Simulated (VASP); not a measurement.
BP:

```xyz
2
Lattice="0.0000 2.3615 2.2302 2.3615 0.0000 2.2302 2.3615 2.3615 0.0000" Properties=species:S:1:pos:R:3 pbc="T T T"
B     0.0000    0.0000    0.0000
P     1.1808    1.1808    1.1151
```

This cell differs from its parent crystal: epitaxial xy strain +4.1%.

Base run:

| Item | Value |
| --- | --- |
| Program | VASP 6.6.1 |
| Functional | r2SCAN |
| Potentials or basis | VASP PAW PBE potentials, release 64 (B, P) |
| Cutoff | 520 eV |
| k mesh | 10 × 10 × 10 |
| Occupations | gaussian, width 0.01 eV |
| Spin | no spin polarisation |

Its results: band gap on the k mesh 0.66 eV (least direct gap 2.97 eV); pressure -10.0 GPa.

Q: The run is repeated on the same cell with these changes: functional from r2SCAN to PBE; occupations from gaussian, width 0.01 eV to fermi-dirac, width 0.02 eV. What comes out?

A: Band gap on the k mesh 0.51 eV (least direct gap 2.77 eV); pressure -8.3 GPa.

Caveats: the cell stands under tension; the PAW data sets were made with another functional, which shifts forces and pressure a little (at least some runs).

A k mesh can miss the band edges.
